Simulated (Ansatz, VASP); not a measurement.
## BP in VASP and in Ansatz

```xyz
2
Lattice="0.0000 2.0438 2.0438 2.0438 0.0000 2.0438 2.0438 2.0438 0.0000" Properties=species:S:1:pos:R:3 pbc="T T T"
B     0.0000    0.0000    0.0000
P     2.0438    2.0438    2.0438
```

Change from the starting cell: volume scaled by 0.88, LAPW.

Alike in both runs: task single point; functional LDA; k mesh 15 × 15 × 15; occupations fermi-dirac, width 0.1 eV; no spin polarisation.

|  | VASP | Ansatz |
| --- | --- | --- |
| version | VASP 6.6.1 | Ansatz 0.2.0 |
| potentials or method | VASP PAW LDA potentials, release 64 (B, P), cutoff 500 eV | all-electron LAPW, scalar-relativistic |

Ansatz gave:

- pressure (GPa): 28.0

Task: What did VASP give for the same quantities?

Result: Pressure (GPa): 27.9.

LDA's correlation is that of Perdew and Zunger in VASP and of Perdew and Wang (1992) in Ansatz. Ansatz ran all-electron here, and VASP with PAW potentials.
